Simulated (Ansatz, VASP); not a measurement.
## ZrB2 in VASP and in Ansatz

INCAR

```
SYSTEM = ZrB2
PREC = Accurate ; ENCUT = 520
EDIFF = 1E-6 ; ISMEAR = -1
SIGMA = 0.05 ; LREAL = .FALSE.
LASPH = .TRUE. ; NELM = 100
ALGO = Normal ; ISIF = 2
LWAVE = .FALSE. ; LCHARG = .FALSE.
GGA = PE ; NBANDS = 16
```

Contents of KPOINTS:

```
Automatic mesh
0
G
  12 12 9
  0 0 0
```

POSCAR

```
ZrB2
1.0
    3.1649998255      0.0000000000      0.0000000000
   -1.5824999128      2.7409702519      0.0000000000
    0.0000000000      0.0000000000      3.6256000000
Zr B
1 2
Direct
    0.0000000000      0.0000000000      0.0000000000
    0.3333333333      0.6666666667      0.5000000000
    0.6666666667      0.3333333333      0.5000000000
```

Input for Ansatz:

```yaml
crystal:
  lattice:
    - [3.1649998255, 0.0, 0.0]
    - [-1.5824999128, 2.7409702519, 0.0]
    - [0.0, 0.0, 3.6256]
  atoms:
    - { symbol: Zr, position: [0.0, 0.0, 0.0] }
    - { symbol: B, position: [0.3333333333, 0.6666666667, 0.5] }
    - { symbol: B, position: [0.6666666667, 0.3333333333, 0.5] }
kpoints:
  mp_grid: { grid: [12, 12, 9] }
  band_path:
    path:
      - [0.0, 0.0, 0.0]
      - [0.5, 0.0, 0.0]
      - [0.3333333333, 0.3333333333, 0.0]
      - [0.0, 0.0, 0.0]
      - [0.0, 0.0, 0.5]
      - [0.5, 0.0, 0.5]
      - [0.3333333333, 0.3333333333, 0.5]
      - [0.0, 0.0, 0.5]
      - [0.5, 0.0, 0.5]
    npoints: 5
scf:
  occupations: { method: fermi_dirac, width: 0.05 }
hamiltonian:
  xc: pbe
  pseudopotentials: { kind: all_electron, lapw: { basis_error: 0.001 } }
output:
  forces: true
  stress: true
  eigenvalues: true
```

Change from the starting cell: zz strain of +3 %.

Alike in both runs: task single point; functional PBE; k mesh 12 × 12 × 9; occupations fermi-dirac, width 0.05 eV; no spin polarisation.

|  | VASP | Ansatz |
| --- | --- | --- |
| version | VASP 6.6.1 | Ansatz 0.2.0 |
| potentials or method | VASP PAW PBE potentials, release 64 (Zr_sv, B), cutoff 520 eV | all-electron LAPW, scalar-relativistic |

|  | VASP | Ansatz | Ansatz less VASP |
| --- | --- | --- | --- |
| pressure (GPa) | -3.9 | -4.0 | -0.10 |
| traceless stress, the component that is largest in VASP (GPa) | -5.20 | -5.19 | +0.001 |

Ansatz ran all-electron here, and VASP with PAW potentials.
